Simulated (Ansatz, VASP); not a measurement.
# One calculation of CuO, two programs

File INCAR:

```
SYSTEM = CuO
ALGO     = Normal         ! electronic algorithm
EDIFF    = 1E-7           ! SCF threshold, eV
ENCUT    = 520            ! plane-wave cutoff, eV
GGA      = PS             ! functional
ISIF     = 2              ! what is computed and relaxed
ISMEAR   = 0              ! smearing method
LASPH    = .TRUE.         ! aspherical terms in the spheres
LCHARG   = .TRUE.         ! write CHGCAR
LELF     = .TRUE.         ! ELF
LREAL    = .FALSE.        ! projectors in reciprocal space
LVHAR    = .TRUE.       
LWAVE    = .FALSE.        ! write WAVECAR
NBANDS   = 25             ! bands
NELM     = 60             ! most SCF steps
PREC     = Accurate       ! precision mode
SIGMA    = 0.01           ! smearing width, eV
```

Contents of KPOINTS:

```
k-points
0
G
  8 8 4
  0 0 0
```

The input POSCAR:

```
CuO
1.0
    2.3446500000     -1.7134000000      0.0000000000
    2.3446500000      1.7134000000      0.0000000000
   -0.8605500000      0.0000000000      5.0594400000
Cu O
2 2
Direct
    0.0032000000      0.4968000000      0.0000000000
    0.4968000000      0.0032000000      0.5000000000
    0.5714000000      0.4056000000      0.2537000000
    0.4056000000      0.5714000000      0.7537000000
```

Input for Ansatz:

```yaml
crystal:
  lattice:
    - [2.34465, -1.7134, 0.0]
    - [2.34465, 1.7134, 0.0]
    - [-0.86055, 0.0, 5.05944]
  atoms:
    - { symbol: Cu, position: [0.0032, 0.4968, 0.0] }
    - { symbol: Cu, position: [0.4968, 0.0032, 0.5] }
    - { symbol: O, position: [0.5714, 0.4056, 0.2537] }
    - { symbol: O, position: [0.4056, 0.5714, 0.7537] }
basis:
  ecutwfc: 420
kpoints:
  mp_grid: { grid: [8, 8, 4] }
hamiltonian:
  xc: pbesol
scf:
  occupations: { method: gaussian, width: 0.01 }
output:
  forces: true
  stress: true
  eigenvalues: true
```

Alike in both runs: task single point; functional PBEsol; k mesh 8 × 8 × 4; occupations gaussian, width 0.01 eV; no spin polarisation.

|  | VASP | Ansatz |
| --- | --- | --- |
| version | VASP 6.6.1 | Ansatz 0.2.0 |
| potentials or method | VASP PAW PBE potentials, release 64 (Cu, O), cutoff 520 eV | scalar-relativistic, plane waves, PAW |
| valence electrons in the cell | 34 | 50 |

Ansatz gave:

* gap on the k mesh at the Fermi level (eV): none
* pressure (GPa): -2.7
* traceless stress, the component that is largest in VASP (GPa): 2.26
* rms of the force components (eV/Å): 0.422

**Question.** What did VASP give for the same quantities?

**Answer.** gap on the k mesh at the Fermi level (eV): none; pressure (GPa): -2.1; traceless stress, the component that is largest in VASP (GPa): 1.89; rms of the force components (eV/Å): 0.429.

VASP's potentials were made for PBE, not for PBEsol. Atom by atom the forces differ by 0.022 eV/Å (rms over components). A gap of «none» marks a metal or a gap that the smearing closes. With one functional, cell and mesh, what is left measures potentials, basis and numerics. VASP's potentials hold 34 valence electrons a cell and Ansatz's 50, so a difference there can come from the potentials and not from the codes.
